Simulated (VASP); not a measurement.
# Nb (Pm-3m) in VASP: further runs

Nb is run at these levels: PBEsol; tasks: single point, relaxation of cell and atoms.

Program: VASP 6.6.1. These are calculated values, not measurements. Logs are shortened: lines on timing, memory, paths and dates and some standing lists are left out, and cuts for length are marked.

## Step 1: The cell of the first run

Symmetry: Pm-3m, No. 221, cubic system. The conventional cell has a = 2.674 Å, b = 2.674 Å, c = 2.674 Å, α = 90.00°, β = 90.00°, γ = 90.00°. Within 3.5 Å of Nb (site symmetry m-3m) lie 6 Nb at 2.67 Å.

## Step 2: Single point, PBEsol

Input file INCAR:

```
SYSTEM = Nb
  ALGO = Normal
  EDIFF = 1E-6
  ENCUT = 500
  GGA = PS
  GGA_COMPAT = .FALSE.
  ISIF = 2
  ISMEAR = 0
  LASPH = .TRUE.
  LCHARG = .TRUE.
  LELF = .TRUE.
  LREAL = .FALSE.
  LVHAR = .TRUE.
  LWAVE = .FALSE.
  NBANDS = 12
  NELM = 120
  PREC = Accurate
  SIGMA = 0.1
```

Input file KPOINTS:

```
k-points
0
G
  6 6 6
  0 0 0
```

Input file POSCAR:

```
Nb
1.0
    2.6738804170      0.0000000000      0.0000000000
    0.0000000000      2.6738804170      0.0000000000
    0.0000000000      0.0000000000      2.6738804170
Nb
1
Direct
    0.0000000000      0.0000000000      0.0000000000
```

Potentials or basis: VASP PAW PBE potentials, release 64 (Nb_sv).

On the command line:

```
$ cat potpaw_PBE.64/Nb_sv/POTCAR > POTCAR
$ mpirun -np 1 vasp_std > vasp.out
```

OUTCAR:

```text
SYSTEM = Nb
   EDIFF = 1E-6
   ENCUT = 500
   GGA = PS
   ISIF = 2
   ISMEAR = 0
   LASPH = .TRUE.
   LREAL = .FALSE.
   NELM = 120
   PREC = Accurate

 ion  position               nearest neighbor table
   1  0.000  0.000  0.000-

  LATTYP: Found a simple cubic cell.
 ALAT       =     2.6738804170

  Lattice vectors:

 A1 = (   2.6738804170,   0.0000000000,   0.0000000000)
 A2 = (   0.0000000000,   2.6738804170,   0.0000000000)
 A3 = (   0.0000000000,   0.0000000000,   2.6738804170)

Analysis of symmetry for initial positions (statically):
=====================================================================
 Subroutine PRICEL returns:
 Original cell was already a primitive cell.

 Routine SETGRP: Setting up the symmetry group for a
 simple cubic supercell.

 Subroutine GETGRP returns: Found 48 space group operations
 (whereof 48 operations were pure point group operations)
 out of a pool of 48 trial point group operations.

The static configuration has the point symmetry O_h .

Analysis of symmetry for dynamics (positions and initial velocities):
=====================================================================
 Subroutine PRICEL returns:
 Original cell was already a primitive cell.

 Routine SETGRP: Setting up the symmetry group for a
 simple cubic supercell.

 Subroutine GETGRP returns: Found 48 space group operations
 (whereof 48 operations were pure point group operations)
 out of a pool of 48 trial point group operations.

The dynamic configuration has the point symmetry O_h .

 Subroutine INISYM returns: Found 48 space group operations
 (whereof 48 operations are pure point group operations),
 and found     1 'primitive' translations

----------------------------------------------------------------------------------------

                                     Primitive cell

  volume of cell :      19.1173

  direct lattice vectors                    reciprocal lattice vectors
     2.673880417  0.000000000  0.000000000     0.373988303  0.000000000  0.000000000
     0.000000000  2.673880417  0.000000000     0.000000000  0.373988303  0.000000000
     0.000000000  0.000000000  2.673880417     0.000000000  0.000000000  0.373988303

  length of vectors
     2.673880417  2.673880417  2.673880417     0.373988303  0.373988303  0.373988303

  position of ions in fractional coordinates (direct lattice)
     0.000000000  0.000000000  0.000000000

  ion indices of the primitive-cell ions
   primitive index   ion index
                 1           1

----------------------------------------------------------------------------------------

 KPOINTS: k-points

Automatic generation of k-mesh.
 Grid dimensions read from file:
 generate k-points for:    6    6    6

 Generating k-lattice:

  Cartesian coordinates                     Fractional coordinates (reciprocal lattice)
     0.062331384  0.000000000  0.000000000     0.166666667  0.000000000  0.000000000
     0.000000000  0.062331384  0.000000000     0.000000000  0.166666667  0.000000000
     0.000000000  0.000000000  0.062331384     0.000000000  0.000000000  0.166666667

  Length of vectors
     0.062331384  0.062331384  0.062331384

  Shift w.r.t. Gamma in fractional coordinates (k-lattice)
     0.000000000  0.000000000  0.000000000

 Subroutine IBZKPT returns following result:
 ===========================================

 Found     20 irreducible k-points:

 Following reciprocal coordinates:
            Coordinates               Weight
  0.000000  0.000000  0.000000      1.000000
  0.166667  0.000000  0.000000      6.000000
  0.333333  0.000000  0.000000      6.000000
  0.500000  0.000000  0.000000      3.000000
  0.166667  0.166667  0.000000     12.000000
  0.333333  0.166667  0.000000     24.000000
[... 12 lines left out ...]
  0.500000  0.500000  0.333333      6.000000
  0.500000  0.500000  0.500000      1.000000
   k-points           NKPTS =     20   k-points in BZ     NKDIM =     20   number of bands    NBANDS=     12
   number of dos      NEDOS =    301   number of ions     NIONS =      1
   total plane-waves  NPLWV =   8000
   dimension x,y,z NGX =    20 NGY =   20 NGZ =   20
   dimension x,y,z NGXF=    40 NGYF=   40 NGZF=   40
   ions per type =               1
   NGX,Y,Z   is equivalent  to a cutoff of  12.43, 12.43, 12.43 a.u.
   NGXF,Y,Z  is equivalent  to a cutoff of  24.87, 24.87, 24.87 a.u.
 SYSTEM =  Nb
   PREC   = accura    normal or accurate (medium, high low for compatibility)
   ISTART =      0    job   : 0-new  1-cont  2-samecut
   ICHARG =      2    charge: 1-file 2-atom 10-const
   ISPIN  =      1    spin polarized calculation?
   LNONCOLLINEAR =      F non collinear calculations
   LSORBIT =      F    spin-orbit coupling
   LASPH  =      T    aspherical Exc in radial PAW
   ENCUT  =  500.0 eV  36.75 Ry    6.06 a.u.   4.88  4.88  4.88*2*pi/ulx,y,z
   NELM   =    120;   NELMIN=  2; NELMDL= -5     # of ELM steps
   EDIFF  = 0.1E-05   stopping-criterion for ELM
   LREAL  =      F    real-space projection
   EDIFFG = 0.1E-04   stopping-criterion for IOM
   NSW    =      0    number of steps for IOM
   IBRION =     -1    ionic relax: 0-MD 1-quasi-New 2-CG
   NFREE  =      0    steps in history (QN), initial steepest desc. (CG)
   ISIF   =      2    stress and relaxation
   ISYM   =      2    0-nonsym 1-usesym 2-fastsym
   POTIM  = 0.5000    time-step for ionic-motion
   TEBEG  =    0.0;   TEEND  =   0.0 temperature during run
   PSTRESS=    0.0 pullay stress
   NELECT =      13.0000    total number of electrons
   NUPDOWN=      -1.0000    fix difference up-down
   EMIN   =  10.00;   EMAX   =-10.00  energy-range for DOS
   EFERMI =   0.00;   METHOD = LEGACY
   ISMEAR =     0;   SIGMA  =   0.10  broadening in eV -4-tet -1-fermi 0-gaus
   EFERMI_NEDOS =   21; number of points for ismear=-14 and -15
   IALGO  =     38    algorithm
   IMIX   =      4    mixing-type and parameters
     AMIX     =   0.40;   BMIX     =  1.00
     AMIX_MAG =   1.60;   BMIX_MAG =  1.00
  volume/ion in A,a.u.               =      19.12       129.01
  Fermi-wavevector in a.u.,A,eV,Ry     =   1.439618  2.720484 28.198078  2.072500
  Thomas-Fermi vector in A             =   2.558454
   LORBIT       =      0    0 simple, 1 ext, 2 COOP (PROOUT), +10 PAW based schemes
   GGA     = PS    functional components
   LHFCALC =     F    Hartree Fock is set to
   AEXX    =    0.0000 exact exchange contribution
   IVDW    =     0    specifies the selected vdW correction
   LEPSILON=     F    determine dielectric tensor
   LRPA    =     F    only Hartree local field effects (RPA)
 non-spin polarized calculation
 Gauss-broadening in eV      SIGMA  =   0.10
  energy-cutoff  :      500.00
  volume of cell :       19.12
 maximum number of plane-waves:       500
 NGX is ok and might be reduce to    20
   NGX =  9   NGY =  9   NGZ =  9

 number of electron      13.0000000 magnetization

 Free energy of the ion-electron system (eV)
  ---------------------------------------------------
  ext. energy  EPLUGINS =         0.00000000
  ---------------------------------------------------
  free energy    TOTEN  =        -9.87851480 eV

  energy without entropy =       -9.86991526  energy(sigma->0) =       -9.87421503

 E-fermi :  10.2808     XC(G=0): -12.1998

 val. band max:       10.2735261564   @ k =   0.5000   0.3333   0.1667
 cond. band min:      10.3923580279   @ k =   0.3333   0.0000   0.0000
 fundamental gap:      0.1188318715
 Fermi energy:        10.2807553944

 k-point     1 :       0.0000    0.0000    0.0000
  band No.  band energies     occupation
      1     -44.1786      2.00000
      2     -19.3707      2.00000
      3     -19.3707      2.00000
      4     -19.3707      2.00000
      5       4.5823      2.00000
      6       7.4060      2.00000
      7       7.4060      2.00000
      8      15.7859      0.00000
      9      15.7859      0.00000
     10      15.7859      0.00000
     11      25.3324      0.00000
     12      25.3324      0.00000

 k-point     2 :       0.1667    0.0000    0.0000
  band No.  band energies     occupation
      1     -44.1232      2.00000
      2     -19.8201      2.00000
      3     -19.3316      2.00000
      4     -19.3316      2.00000
      5       5.3358      2.00000
      6       7.6226      2.00000
      7       8.3598      2.00000
      8      14.6408      0.00000
      9      14.6408      0.00000
     10      15.8746      0.00000
     11      22.5750      0.00000
     12      26.8805      0.00000

 k-point     3 :       0.3333    0.0000    0.0000
  band No.  band energies     occupation
      1     -44.0100      2.00000
      2     -20.6549      2.00000
      3     -19.2526      2.00000
      4     -19.2526      2.00000
      5       6.8207      2.00000
      6       8.0994      2.00000
      7      10.3924      0.11450
      8      12.9569      0.00000
      9      12.9569      0.00000
     10      16.0584      0.00000
     11      20.1647      0.00000
     12      25.1418      0.00000

 k-point     4 :       0.5000    0.0000    0.0000
  band No.  band energies     occupation
      1     -43.9523      2.00000
      2     -21.0459      2.00000
      3     -19.2126      2.00000
      4     -19.2125      2.00000
      5       7.7797      2.00000
      6       8.3649      2.00000
      7      10.9181      0.00000
      8      12.2768      0.00000
      9      12.2768      0.00000
     10      16.1535      0.00000
     11      20.6588      0.00000
     12      23.8518      0.00000

 k-point     5 :       0.1667    0.1667    0.0000
  band No.  band energies     occupation
      1     -44.0683      2.00000
      2     -19.7941      2.00000
      3     -19.7542      2.00000
      4     -19.2931      2.00000
      5       6.0567      2.00000
      6       8.2106      2.00000
      7       8.9021      2.00000
      8      13.4256      0.00000
      9      14.5901      0.00000
     10      14.9615      0.00000
     11      23.6985      0.00000
     12      24.0492      0.00000
[... 168 lines left out ...]
      1     -43.6872      2.00000
      2     -20.3497      2.00000
      3     -20.3038      2.00000
      4     -20.3038      2.00000
      5       7.7692      2.00000
      6       9.2533      2.00000
      7       9.2534      2.00000
      8      14.0139      0.00000
      9      14.0139      0.00000
     10      16.9431      0.00000
     11      21.6445      0.00000
     12      26.1867      0.00000

 k-point    18 :       0.5000    0.3333    0.3333
  band No.  band energies     occupation
      1     -43.6327      2.00000
      2     -20.6819      2.00000
      3     -20.2783      2.00000
      4     -20.2496      2.00000
      5       7.5003      2.00000
      6       8.4869      2.00000
      7       9.2126      2.00000
      8      14.1501      0.00000
      9      15.5151      0.00000
     10      19.9721      0.00000
     11      21.4759      0.00000
     12      21.7296      0.00000

 k-point    19 :       0.5000    0.5000    0.3333
  band No.  band energies     occupation
      1     -43.5788      2.00000
      2     -20.6221      2.00000
      3     -20.6221      2.00000
      4     -20.2104      2.00000
      5       7.1230      2.00000
      6       8.4775      2.00000
      7       8.4775      2.00000
      8      14.8889      0.00000
      9      18.3687      0.00000
     10      19.0696      0.00000
     11      22.0037      0.00000
     12      22.0037      0.00000

 k-point    20 :       0.5000    0.5000    0.5000
  band No.  band energies     occupation
      1     -43.5253      2.00000
      2     -20.5641      2.00000
      3     -20.5641      2.00000
      4     -20.5641      2.00000
      5       7.6416      2.00000
      6       7.6416      2.00000
      7       7.6416      2.00000
      8      17.6113      0.00000
      9      18.4324      0.00000
     10      18.4324      0.00000
     11      23.2867      0.00000
     12      23.2867      0.00000

------------------------ aborting loop because EDIFF is reached ----------------------------------------

  FORCE on cell =-STRESS in cart. coord.  units (eV):
  Direction    XX          YY          ZZ          XY          YZ          ZX
  --------------------------------------------------------------------------------------
  -------------------------------------------------------------------------------------
  Total        0.6417962      0.6417962      0.6417962     -0.0000000      0.0000000     -0.0000000
  in kB       53.7875484     53.7875484     53.7875484     -0.0000000      0.0000000     -0.0000000
  external PRESSURE =      53.7875484 kB  Pullay stress =       0.0000000 kB

 VOLUME and BASIS-vectors are now :
 -----------------------------------------------------------------------------
  energy-cutoff  :      500.00
  volume of cell :       19.12
      direct lattice vectors                 reciprocal lattice vectors
     2.673880417  0.000000000  0.000000000     0.373988303  0.000000000  0.000000000
     0.000000000  2.673880417  0.000000000     0.000000000  0.373988303  0.000000000
     0.000000000  0.000000000  2.673880417     0.000000000  0.000000000  0.373988303

 POSITION                                       TOTAL-FORCE (eV/Angst)
 -----------------------------------------------------------------------------------
      0.00000      0.00000      0.00000         0.000000      0.000000      0.000000
 -----------------------------------------------------------------------------------
    total drift:                               -0.000000      0.000000      0.000000

  FREE ENERGIE OF THE ION-ELECTRON SYSTEM (eV)
  ---------------------------------------------------
  free  energy   TOTEN  =        -9.8785148035 eV

  energy  without entropy=       -9.8699152558  energy(sigma->0) =       -9.87421503
```

It took 5.6 s on 1 thread of Intel Xeon Platinum 8488C (Sapphire Rapids), shared host; peak memory 0.11 GiB.

Results:

```
Free energy : -9.8785 eV
Pressure    : 5.4 GPa
```

Levels at points of the mesh, in eV from the Fermi level:
| k point | band 3 | band 4 | band 5 | band 6 | band 7 | band 8 | band 9 | band 10 | band 11 | band 12 |
| --- | --- | --- | --- | --- | --- | --- | --- | --- | --- | --- |
| (0.00, 0.00, 0.00) | -29.65 | -29.65 | -5.70 | -2.87 | -2.87 | 5.51 | 5.51 | 5.51 | 15.05 | 15.05 |
| (0.50, 0.00, 0.00) | -29.49 | -29.49 | -2.50 | -1.92 | 0.64 | 2.00 | 2.00 | 5.87 | 10.38 | 13.57 |
| (0.50, 0.50, 0.00) | -31.07 | -29.34 | -4.33 | -0.97 | 2.73 | 2.73 | 6.10 | 6.10 | 7.90 | 14.54 |
| (0.50, 0.50, 0.50) | -30.84 | -30.84 | -2.64 | -2.64 | -2.64 | 7.33 | 8.15 | 8.15 | 13.01 | 13.01 |

Caveat: the k points lie up to 0.39 Å⁻¹ apart; the PAW data sets were made with another functional, which shifts forces and pressure a little.

## Step 3: Single point, PBEsol

This run uses another cell than the first one, of 19.86 Å³/atom, 1.039 times its volume.

Input file INCAR:

```
  ALGO = Normal
  EDIFF = 1E-6
  ENCUT = 500
  GGA = PS
  GGA_COMPAT = F
  ISIF = 2
  ISMEAR = 0
  LASPH = T
  LCHARG = T
  LELF = T
  LREAL = F
  LVHAR = T
  LWAVE = F
  NBANDS = 12
  NELM = 120
  PREC = Accurate
  SIGMA = 0.1
```

Input file KPOINTS:

```
k-points
0
Gamma
  6 6 6
```

Input file POSCAR:

```
Nb
1.0
    2.7079840849      0.0000000000      0.0000000000
    0.0000000000      2.7079840849      0.0000000000
    0.0000000000      0.0000000000      2.7079840849
Nb
1
Direct
    0.0000000000      0.0000000000      0.0000000000
```

Potentials or basis: VASP PAW PBE potentials, release 64 (Nb_sv).

On the command line:

```
$ cat potpaw_PBE.64/Nb_sv/POTCAR > POTCAR
$ mpirun -np 1 vasp_std > vasp.out
```

It took 4 s on 1 thread of Intel Xeon Platinum 8488C (Sapphire Rapids), shared host; peak memory 0.12 GiB.

Results (log left out):

```yaml
Free_energy: -9.8898 eV
Pressure: -0.6 GPa
```

Levels at points of the mesh, in eV from the Fermi level:
```
           k point  band 4  band 5  band 6  band 7  band 8  band 9  band 10  band 11
(0.00, 0.00, 0.00)  -29.73   -5.59   -2.70   -2.70    5.29    5.29     5.29    14.74
(0.50, 0.00, 0.00)  -29.59   -2.46   -1.79    0.60    1.97    1.97     5.63     9.93
(0.50, 0.50, 0.00)  -29.46   -4.06   -0.93    2.67    2.67    5.88     5.88     7.56
(0.50, 0.50, 0.50)  -30.81   -2.45   -2.45   -2.45    7.40    7.79     7.79    12.47
```

Caveat: the k points lie up to 0.39 Å⁻¹ apart; the PAW data sets were made with another functional, which shifts forces and pressure a little.

## Step 4: Relaxation of cell and atoms, PBEsol

Input file INCAR:

```
SYSTEM = Nb
ALGO = Normal
EDIFF = 1E-7
EDIFFG = -0.04
ENCUT = 500
GGA = PS
GGA_COMPAT = .FALSE.
IBRION = 2
ISIF = 3
ISMEAR = 0
LASPH = .TRUE.
LCHARG = .FALSE.
LREAL = .FALSE.
LWAVE = .FALSE.
NELM = 120
NELMIN = 4
NSW = 90
PREC = Accurate
SIGMA = 0.1
```

Input file KPOINTS:

```
k-points
0
G
  6 6 6
  0 0 0
```

Input file POSCAR:

```
Nb
1.0
    2.6738804170      0.0000000000      0.0000000000
    0.0000000000      2.6738804170      0.0000000000
    0.0000000000      0.0000000000      2.6738804170
Nb
1
Direct
    0.0000000000      0.0000000000      0.0000000000
```

On the command line:

```
$ cat potpaw_PBE.64/Nb_sv/POTCAR > POTCAR
$ mpirun -np 1 vasp_std > vasp.out
```

Run time: 11 s. Hardware: 1 thread of Intel Xeon Platinum 8488C (Sapphire Rapids), shared host; peak memory 0.12 GiB.

It converged, with:

```yaml
Free_energy: -9.8890 eV
Relaxed_volume: 19.78 Å³/atom
Relaxed_cell: a = 2.704 Å, b = 2.704 Å, c = 2.704 Å, α = 90.00°, β = 90.00°, γ = 90.00°
Space_group_after_relaxing_to_0.05_Å: Pm-3m (No. 221)
Energy_gained_by_relaxing: 10.5 meV/atom
Ionic_steps: 3
Pressure_after_relaxing: -0.1 GPa
```

Step by step:
| step | energy change (eV) | largest force (eV/Å) | pressure (GPa) | volume (Å³) |
| --- | --- | --- | --- | --- |
| 1 | 0.0000 | 0.0000 | 5.44 | 19.12 |
| 2 | 0.0203 | 0.0000 | -7.81 | 20.97 |
| 3 | -0.0105 | 0.0000 | -0.08 | 19.78 |

Final structure:
```
Nb
1.0
     2.70432    0.00000    0.00000
     0.00000    2.70432    0.00000
     0.00000    0.00000    2.70432
Nb
1
Direct
  0.00000 0.00000 0.00000
```

Levels at points of the mesh, in eV from the Fermi level:
```tsv
k point	band 4	band 5	band 6	band 7	band 8	band 9	band 10
(0.00, 0.00, 0.00)	-29.72	-5.60	-2.72	-2.72	5.31	5.31	5.31
(0.50, 0.00, 0.00)	-29.58	-2.46	-1.80	0.60	1.98	1.98	5.66
(0.50, 0.50, 0.00)	-29.45	-4.09	-0.93	2.68	2.68	5.90	5.90
(0.50, 0.50, 0.50)	-30.81	-2.47	-2.47	-2.47	7.40	7.83	7.83
```

Caveat: the k points lie up to 0.39 Å⁻¹ apart in the final cell; the PAW data sets were made with another functional, which shifts forces and pressure a little.

(Part 1 of 2 ends here.)
